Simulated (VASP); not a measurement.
Input of a VASP 6.6.1 run:

The input INCAR:

```
ALGO     = Normal         # electronic algorithm
EDIFF    = 1E-6           # SCF threshold, eV
EDIFFG   = -0.005         # ionic threshold
ENCUT    = 600            # plane-wave cutoff, eV
GGA      = PE             # functional
IBRION   = 2              # ionic algorithm
ISIF     = 3              # what is computed and relaxed
ISMEAR   = 0              # smearing method
LASPH    = True           # aspherical terms in the spheres
LCHARG   = False          # write CHGCAR
LREAL    = False          # projectors in reciprocal space
LWAVE    = False          # write WAVECAR
NELM     = 100            # most SCF steps
NSW      = 100            # ionic steps
PREC     = Accurate       # precision mode
SIGMA    = 0.02           # smearing width, eV
```

Contents of KPOINTS:

```
k-points
0
Gamma
  12 12 4
```

POSCAR

```
SiC
1.0
    3.0756941497      0.0000000000      0.0000000000
   -1.5378470748      2.6636292679      0.0000000000
    0.0000000000      0.0000000000     10.0706464800
Si C
4 4
Direct
    0.6666666700      0.3333333300      0.9378419800
    0.3333333300      0.6666666700      0.4378419800
    0.0000000000      0.0000000000      0.6878943800
    0.0000000000      0.0000000000      0.1878943800
    0.6666666700      0.3333333300      0.7498025900
    0.3333333300      0.6666666700      0.2498025900
    0.0000000000      0.0000000000      0.5004600500
    0.0000000000      0.0000000000      0.0004600500
```

Potentials or basis: VASP PAW PBE potentials, release 64 (Si, C).

Command:

```bash
$ cat potpaw_PBE.64/Si/POTCAR potpaw_PBE.64/C/POTCAR > POTCAR
$ mpirun -np 1 vasp_std > vasp.out
```

(1) What does it give for the space group after relaxing (to 0.05 Å)?

(2) Estimate the relaxed volume.

Results:

(1) P6_3mc (No. 186).

(2) 10.49 Å³/atom.
